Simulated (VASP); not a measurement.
# P (Cmce) in VASP: a series of runs

Runs on P. Level: PBEsol. Tasks: single point, relaxation of cell and atoms.

Everything below comes from runs of VASP 6.6.1. Logs are shortened: lines on timing, memory, paths and dates and some standing lists are left out, and cuts for length are marked.

## 1. The cell of the first run

The structure is orthorhombic, space group Cmce (No. 64). Conventional cell: a = 3.310 Å, b = 10.500 Å, c = 4.380 Å, α = 90.00°, β = 90.00°, γ = 90.00°. P (site symmetry m) has 3 P at 2.17 to 2.20 Å within 2.9 Å.

## 2. Single point, PBEsol

INCAR

```
SYSTEM = P
PREC     = Accurate       ! precision mode
ENCUT    = 520            ! plane-wave cutoff, eV
EDIFF    = 1E-6           ! SCF threshold, eV
ISMEAR   = 0              ! smearing method
SIGMA    = 0.1            ! smearing width, eV
LREAL    = .False.        ! projectors in reciprocal space
LASPH    = .True.         ! aspherical terms in the spheres
NELM     = 60             ! most SCF steps
ALGO     = Normal         ! electronic algorithm
ISIF     = 2              ! what is computed and relaxed
LWAVE    = .False.        ! write WAVECAR
LCHARG   = .True.         ! write CHGCAR
GGA      = PS             ! functional
LELF     = .True.         ! ELF
LVHAR    = .True.       
NBANDS   = 18             ! bands
```

KPOINTS

```
regular mesh
0
Gamma
  6 6 4
  0 0 0
```

POSCAR

```
P
1.0
    1.6550000000     -5.2500000000      0.0000000000
    1.6550000000      5.2500000000      0.0000000000
    0.0000000000      0.0000000000      4.3800000000
P
4
Direct
    0.0980000000      0.9020000000      0.9100000000
    0.5980000000      0.4020000000      0.5900000000
    0.9020000000      0.0980000000      0.0900000000
    0.4020000000      0.5980000000      0.4100000000
```

Potentials or basis: VASP PAW PBE potentials, release 64 (P).

The run is started by

```
$ cat potpaw_PBE.64/P/POTCAR > POTCAR
$ mpirun -np 1 vasp_std > vasp.out
```

OUTCAR:

```text
SYSTEM = P
   PREC = Accurate
   ENCUT = 520
   EDIFF = 1E-6
   ISMEAR = 0
   LREAL = .False.
   LASPH = .True.
   NELM = 60
   ISIF = 2
   GGA = PS

 ion  position               nearest neighbor table
   1  0.098  0.902  0.910-   2 2.17   2 2.17   3 2.20
   2  0.598  0.402  0.590-   1 2.17   1 2.17   4 2.20
   3  0.902  0.098  0.090-   4 2.17   4 2.17   1 2.20
   4  0.402  0.598  0.410-   3 2.17   3 2.17   2 2.20

  LATTYP: Found a base centered orthorhombic cell.
 ALAT       =     3.3100000000
 B/A-ratio  =     3.1722054381
 C/A-ratio  =     1.3232628399

  Lattice vectors:

 A1 = (   1.6550000000,  -5.2500000000,   0.0000000000)
 A2 = (   1.6550000000,   5.2500000000,   0.0000000000)
 A3 = (   0.0000000000,   0.0000000000,   4.3800000000)

Analysis of symmetry for initial positions (statically):
=====================================================================
 Subroutine PRICEL returns:
 Original cell was already a primitive cell.

 Routine SETGRP: Setting up the symmetry group for a
 base centered orthorhombic supercell.

 Subroutine GETGRP returns: Found  8 space group operations
 (whereof  4 operations were pure point group operations)
 out of a pool of  8 trial point group operations.

The static configuration has the point symmetry C_2h.
 The point group associated with its full space group is D_2h.

Analysis of symmetry for dynamics (positions and initial velocities):
=====================================================================
 Subroutine PRICEL returns:
 Original cell was already a primitive cell.

 Routine SETGRP: Setting up the symmetry group for a
 base centered orthorhombic supercell.

 Subroutine GETGRP returns: Found  8 space group operations
 (whereof  4 operations were pure point group operations)
 out of a pool of  8 trial point group operations.

The dynamic configuration has the point symmetry C_2h.
 The point group associated with its full space group is D_2h.

 Subroutine INISYM returns: Found  8 space group operations
 (whereof  4 operations are pure point group operations),
 and found     1 'primitive' translations

----------------------------------------------------------------------------------------

                                     Primitive cell
[... 87 lines left out ...]
   ISTART =      0    job   : 0-new  1-cont  2-samecut
   ICHARG =      2    charge: 1-file 2-atom 10-const
   ISPIN  =      1    spin polarized calculation?
   LNONCOLLINEAR =      F non collinear calculations
   LSORBIT =      F    spin-orbit coupling
   LASPH  =      T    aspherical Exc in radial PAW
   ENCUT  =  520.0 eV  38.22 Ry    6.18 a.u.  10.24 10.24  8.14*2*pi/ulx,y,z
   NELM   =     60;   NELMIN=  2; NELMDL= -5     # of ELM steps
   EDIFF  = 0.1E-05   stopping-criterion for ELM
   LREAL  =      F    real-space projection
   EDIFFG = 0.1E-04   stopping-criterion for IOM
   NSW    =      0    number of steps for IOM
   IBRION =     -1    ionic relax: 0-MD 1-quasi-New 2-CG
   NFREE  =      0    steps in history (QN), initial steepest desc. (CG)
   ISIF   =      2    stress and relaxation
   ISYM   =      2    0-nonsym 1-usesym 2-fastsym
   POTIM  = 0.5000    time-step for ionic-motion
   TEBEG  =    0.0;   TEEND  =   0.0 temperature during run
   PSTRESS=    0.0 pullay stress
   NELECT =      20.0000    total number of electrons
   NUPDOWN=      -1.0000    fix difference up-down
   EMIN   =  10.00;   EMAX   =-10.00  energy-range for DOS
   EFERMI =   0.00;   METHOD = LEGACY
   ISMEAR =     0;   SIGMA  =   0.10  broadening in eV -4-tet -1-fermi 0-gaus
   EFERMI_NEDOS =   21; number of points for ismear=-14 and -15
   IALGO  =     38    algorithm
   IMIX   =      4    mixing-type and parameters
     AMIX     =   0.40;   BMIX     =  1.00
     AMIX_MAG =   1.60;   BMIX_MAG =  1.00
  volume/ion in A,a.u.               =      19.03       128.41
  Fermi-wavevector in a.u.,A,eV,Ry     =   1.048571  1.981511 14.959611  1.099500
  Thomas-Fermi vector in A             =   2.183498
   LORBIT       =      0    0 simple, 1 ext, 2 COOP (PROOUT), +10 PAW based schemes
   GGA     = PS    functional components
   LHFCALC =     F    Hartree Fock is set to
   AEXX    =    0.0000 exact exchange contribution
   IVDW    =     0    specifies the selected vdW correction
   LEPSILON=     F    determine dielectric tensor
   LRPA    =     F    only Hartree local field effects (RPA)
 non-spin polarized calculation
 Gauss-broadening in eV      SIGMA  =   0.10
  energy-cutoff  :      520.00
  volume of cell :       76.11
 maximum number of plane-waves:      2072
 NGX is ok and might be reduce to    42
   NGX = 21   NGY = 21   NGZ = 17

 number of electron      20.0000000 magnetization

 Free energy of the ion-electron system (eV)
  ---------------------------------------------------
  ext. energy  EPLUGINS =         0.00000000
  ---------------------------------------------------
  free energy    TOTEN  =       -22.91141782 eV

  energy without entropy =      -22.91073094  energy(sigma->0) =      -22.91107438

 E-fermi :   6.6648     XC(G=0):  -9.9317

 val. band max:        6.6176428748   @ k =   0.5000   0.5000   0.0000
 cond. band min:       6.7186090894   @ k =   0.5000   0.5000   0.0000
 fundamental gap:      0.1009662146
 Fermi energy:         6.6648088311

 k-point     1 :       0.0000    0.0000    0.0000
  band No.  band energies     occupation
      1      -9.6722      2.00000
      2      -6.6125      2.00000
      3      -3.1819      2.00000
      4      -0.5766      2.00000
      5       1.5478      2.00000
      6       1.9941      2.00000
[... 481 lines left out ...]
      5       0.2723      2.00000
      6       1.6173      2.00000
[... 10 lines left out ...]
     17      11.6430      0.00000
     18      12.7419      0.00000

 [... further k-points ...]
[... 5 lines left out ...]
  --------------------------------------------------------------------------------------
  -------------------------------------------------------------------------------------
  Total        1.0029799      1.5380428      2.0725098      0.0000000     -0.0000000      0.0000000
  in kB       21.1125841     32.3755832     43.6260376      0.0000000     -0.0000000      0.0000000
  external PRESSURE =      32.3714016 kB  Pullay stress =       0.0000000 kB

 VOLUME and BASIS-vectors are now :
 -----------------------------------------------------------------------------
  energy-cutoff  :      520.00
  volume of cell :       76.11
      direct lattice vectors                 reciprocal lattice vectors
     1.655000000 -5.250000000  0.000000000     0.302114804 -0.095238095  0.000000000
     1.655000000  5.250000000  0.000000000     0.302114804  0.095238095  0.000000000
     0.000000000  0.000000000  4.380000000     0.000000000  0.000000000  0.228310502

 POSITION                                       TOTAL-FORCE (eV/Angst)
 -----------------------------------------------------------------------------------
      1.65500      4.22100      3.98580         0.000000     -0.454563      0.806913
      1.65500     -1.02900      2.58420         0.000000     -0.454563     -0.806913
      1.65500     -4.22100      0.39420         0.000000      0.454563     -0.806913
      1.65500      1.02900      1.79580         0.000000      0.454563      0.806913
 -----------------------------------------------------------------------------------
    total drift:                               -0.000000     -0.000000     -0.000000

  FREE ENERGIE OF THE ION-ELECTRON SYSTEM (eV)
  ---------------------------------------------------
  free  energy   TOTEN  =       -22.9114178163 eV

  energy  without entropy=      -22.9107309444  energy(sigma->0) =      -22.91107438
```

Run time: 56 s. Hardware: 1 thread of Intel Xeon Platinum 8488C (Sapphire Rapids), shared host; peak memory 0.24 GiB.

Results:

- Free energy: -22.9114 eV
- Pressure: 3.2 GPa
- Largest force: 0.926 eV/Å
- Band gap on the k mesh: 0.10 eV, direct

Forces in eV/Å, atoms in the order of the input:
```
P    0.000 -0.455  0.807
P    0.000 -0.455 -0.807
P    0.000  0.455 -0.807
P    0.000  0.455  0.807
```

Caveat: the PAW data sets were made with another functional, which shifts forces and pressure a little.

## 3. Relaxation of cell and atoms, PBEsol

INCAR

```
SYSTEM = P
ALGO = Normal
EDIFF = 1E-6
EDIFFG = -0.05
ENCUT = 600
GGA = PS
IBRION = 2
ISIF = 3
ISMEAR = 0
LASPH = .True.
LCHARG = .False.
LREAL = .False.
LWAVE = .False.
NELM = 100
NSW = 100
PREC = Accurate
SIGMA = 0.1
```

KPOINTS

```
k-points
0
Gamma
  6 6 4
  0 0 0
```

POSCAR is that of step 2.

Potentials or basis: VASP PAW PBE potentials, release 64 (P).

The run is started by

```
$ cat potpaw_PBE.64/P/POTCAR > POTCAR
$ mpirun -np 1 vasp_std > vasp.out
```

It took 6.2 min on 1 thread of Intel Xeon Platinum 8488C (Sapphire Rapids), shared host; peak memory 0.29 GiB.

It converged, with:

| Property | Result |
| --- | --- |
| Free energy | -23.0469 eV |
| Relaxed volume | 17.73 Å³/atom |
| Relaxed cell | a = 5.407 Å, b = 5.407 Å, c = 4.102 Å, α = 90.00°, β = 90.00°, γ = 143.75° |
| Space group after relaxing (to 0.05 Å) | Cmce (No. 64) |
| Energy gained by relaxing | 33.7 meV/atom |
| Ionic steps | 13 |
| Pressure after relaxing | -0.2 GPa |
| Largest force after relaxing | 0.029 eV/Å |
| Band gap on the k mesh | zero (band 10 reaches 7.32 eV, above the bottom of band 11 at 7.30 eV) |

Forces on the atoms (eV/Å):
```
P    0.000 -0.009  0.027
P    0.000 -0.009 -0.027
P    0.000  0.009 -0.027
P    0.000  0.009  0.027
```

Stress tensor (GPa, compression positive):
```
-0.37  0.00  0.00
 0.00 -0.39  0.00
 0.00  0.00  0.30
```

The path:
```tsv
step	energy change (eV)	largest force (eV/Å)	pressure (GPa)	volume (Å³)
1	0.0000	0.9248	3.25	76.11
2	-0.0487	0.2987	-3.77	80.44
3	-0.0797	0.1664	-1.32	78.76
4	-0.0964	0.0652	-0.76	77.57
5	-0.0974	0.0377	-0.59	77.21
6	-0.1038	0.1146	0.09	76.17
7	-0.1063	0.2191	0.84	75.09
8	-0.1097	0.2096	0.74	74.88
9	-0.1183	0.1807	0.45	74.25
10	-0.1293	0.1196	-0.08	72.98
11	-0.1298	0.0296	-0.81	70.40
12	-0.1329	0.0547	-0.49	71.66
13	-0.1348	0.0288	-0.15	70.91
```

Final structure:
```xyz
4
Lattice="1.6820 -5.1388 0.0000 1.6820 5.1388 0.0000 0.0000 0.0000 4.1022" Properties=species:S:1:pos:R:3 pbc="T T T"
P     1.6820    4.0548    3.8144
P     1.6820   -1.0841    2.3388
P     1.6820   -4.0548    0.2878
P     1.6820    1.0841    1.7633
```

Levels at points of the mesh, in eV from the Fermi level:
| k point | band 7 | band 8 | band 9 | band 10 | band 11 | band 12 | band 13 | band 14 |
| --- | --- | --- | --- | --- | --- | --- | --- | --- |
| (0.00, 0.00, 0.00) | -4.15 | -2.78 | -2.76 | -1.23 | 1.04 | 1.20 | 1.76 | 3.43 |
| (0.50, 0.00, 0.00) | -3.16 | -3.16 | -2.61 | -2.61 | 0.80 | 0.80 | 1.13 | 1.13 |
| (0.50, 0.50, 0.00) | -4.54 | -2.27 | -1.89 | -0.47 | 0.32 | 0.58 | 2.28 | 3.16 |
| (0.00, 0.00, 0.50) | -3.18 | -3.18 | -0.88 | -0.88 | 1.34 | 1.34 | 2.01 | 2.01 |
| (0.50, 0.00, 0.50) | -5.74 | -5.74 | -2.15 | -2.15 | 1.57 | 1.57 | 4.99 | 4.99 |
| (0.50, 0.50, 0.50) | -2.47 | -2.47 | -1.24 | -1.24 | 1.22 | 1.22 | 2.71 | 2.71 |

Caveat: the PAW data sets were made with another functional, which shifts forces and pressure a little; the relaxation stopped at a loose force limit of 0.05 eV/Å, so its end isn't a converged minimum.

## 4. Single point, PBEsol

This run uses another cell than the first one, of 17.91 Å³/atom, 0.941 times its volume.

INCAR

```
PREC = Accurate
ENCUT = 520
EDIFF = 1E-6
ISMEAR = 0
SIGMA = 0.1
LREAL = F
LASPH = T
NELM = 100
ALGO = Normal
ISIF = 2
LWAVE = F
LCHARG = T
GGA = PS
LELF = T
LVHAR = T
NBANDS = 18
```

KPOINTS

```
regular mesh
0
Gamma
  14 14 10
```

POSCAR

```
P
1.0
    1.6587071238     -5.1453560762      0.0000000000
    1.6587071238      5.1453560762      0.0000000000
    0.0000000000      0.0000000000      4.1971727090
P
4
Direct
    0.1052825088      0.8947174912      0.9271259207
    0.6052825088      0.3947174912      0.5728740793
    0.8947174912      0.1052825088      0.0728740793
    0.3947174912      0.6052825088      0.4271259207
```

Potentials or basis: VASP PAW PBE potentials, release 64 (P).

The run is started by

```
$ cat potpaw_PBE.64/P/POTCAR > POTCAR
$ mpirun -np 1 vasp_std > vasp.out
```

OUTCAR:

```text
PREC = Accurate
   ENCUT = 520
   EDIFF = 1E-6
   ISMEAR = 0
   LREAL = F
   LASPH = T
   NELM = 100
   ISIF = 2
   GGA = PS

 ion  position               nearest neighbor table
   1  0.105  0.895  0.927-   2 2.23   2 2.23   3 2.25
   2  0.605  0.395  0.573-   1 2.23   1 2.23   4 2.25
   3  0.895  0.105  0.073-   4 2.23   4 2.23   1 2.25
   4  0.395  0.605  0.427-   3 2.23   3 2.23   2 2.25

  LATTYP: Found a base centered orthorhombic cell.
 ALAT       =     3.3174142476
 B/A-ratio  =     3.1020280810
[... 696 lines left out ...]
     17      13.4797      0.00000
     18      14.8428      0.00000

 [... further k-points ...]
[... 5 lines left out ...]
  --------------------------------------------------------------------------------------
  -------------------------------------------------------------------------------------
  Total       -0.0266413     -0.0657972     -0.0288942      0.0000000     -0.0000000      0.0000000
  in kB       -0.5957917     -1.4714520     -0.6461726      0.0000000     -0.0000000      0.0000000
  external PRESSURE =      -0.9044721 kB  Pullay stress =       0.0000000 kB

 VOLUME and BASIS-vectors are now :
 -----------------------------------------------------------------------------
  energy-cutoff  :      520.00
  volume of cell :       71.64
      direct lattice vectors                 reciprocal lattice vectors
     1.658707124 -5.145356076  0.000000000     0.301439593 -0.097175005  0.000000000
     1.658707124  5.145356076  0.000000000     0.301439593  0.097175005  0.000000000
     0.000000000  0.000000000  4.197172709     0.000000000  0.000000000  0.238255623

 POSITION                                       TOTAL-FORCE (eV/Angst)
 -----------------------------------------------------------------------------------
      1.65871      4.06192      3.89131         0.000000      0.025327     -0.024283
      1.65871     -1.08343      2.40445         0.000000      0.025327      0.024283
      1.65871     -4.06192      0.30587         0.000000     -0.025327      0.024283
      1.65871      1.08343      1.79272         0.000000     -0.025327     -0.024283
 -----------------------------------------------------------------------------------
    total drift:                                0.000000      0.000000     -0.000000

  FREE ENERGIE OF THE ION-ELECTRON SYSTEM (eV)
  ---------------------------------------------------
  free  energy   TOTEN  =       -23.0499963648 eV

  energy  without entropy=      -23.0493493591  energy(sigma->0) =      -23.04967286
```

Wall time 3.7 min (1 thread of Intel Xeon 6975P-C (Granite Rapids), shared host); peak memory 0.43 GiB.

What came out:

```
Free energy            : -23.0500 eV
Pressure               : -0.1 GPa
Largest force          : 0.035 eV/Å
Band gap on the k mesh : zero (band 10 reaches 7.37 eV, above the bottom of band 11 at 7.10 eV)
```

Forces in eV/Å, atoms in the order of the input:
```
P    0.000  0.025 -0.024
P    0.000  0.025  0.024
P    0.000 -0.025  0.024
P    0.000 -0.025 -0.024
```

Levels at points of the mesh, in eV from the Fermi level:
| k point | band 7 | band 8 | band 9 | band 10 | band 11 | band 12 | band 13 | band 14 |
| --- | --- | --- | --- | --- | --- | --- | --- | --- |
| (0.00, 0.00, 0.00) | -4.02 | -2.88 | -2.56 | -1.33 | 0.96 | 1.20 | 1.92 | 3.42 |
| (0.50, 0.00, 0.00) | -3.22 | -3.22 | -2.64 | -2.64 | 0.80 | 0.80 | 1.03 | 1.03 |
| (0.50, 0.50, 0.00) | -4.27 | -2.11 | -1.82 | -0.39 | 0.51 | 0.62 | 2.46 | 3.15 |
| (0.00, 0.00, 0.50) | -3.03 | -3.03 | -0.89 | -0.89 | 1.50 | 1.50 | 2.31 | 2.31 |
| (0.50, 0.00, 0.50) | -5.72 | -5.72 | -2.07 | -2.07 | 1.58 | 1.58 | 4.64 | 4.64 |
| (0.50, 0.50, 0.50) | -2.45 | -2.45 | -1.27 | -1.27 | 1.32 | 1.32 | 2.68 | 2.68 |

Caveat: the PAW data sets were made with another functional, which shifts forces and pressure a little.

## 5. Overview

| task | cell | k mesh | cutoff (eV) | gap on the mesh (eV) | pressure (GPa) | largest force (eV/Å) |
| --- | --- | --- | --- | --- | --- | --- |
| single point | a = 5.505, b = 5.505, c = 4.380 Å, angles 90.0, 90.0, 145.0°, 4 atoms | 6 × 6 × 4 | 520 | 0.10 | 3.2 | 0.93 |
| relaxation of cell and atoms | relaxed from a = 5.505, b = 5.505, c = 4.380 Å, angles 90.0, 90.0, 145.0°, 4 atoms | 6 × 6 × 4 | 600 | none | -0.2 | 0.03 |
| single point | a = 5.406, b = 5.406, c = 4.197 Å, angles 90.0, 90.0, 144.3°, 4 atoms | 14 × 14 × 10 | 520 | none | -0.1 | 0.04 |

Alike in all rows: level PBEsol; potentials or basis VASP PAW PBE potentials, release 64 (P); no spin polarisation; smearing gaussian 0.1 eV.

Caveats: the PAW data sets were made with another functional, which shifts forces and pressure a little; the relaxation stopped at a loose force limit of 0.05 eV/Å, so its end isn't a converged minimum (some runs).

Absolute energies hang on the potentials; compare differences alone.
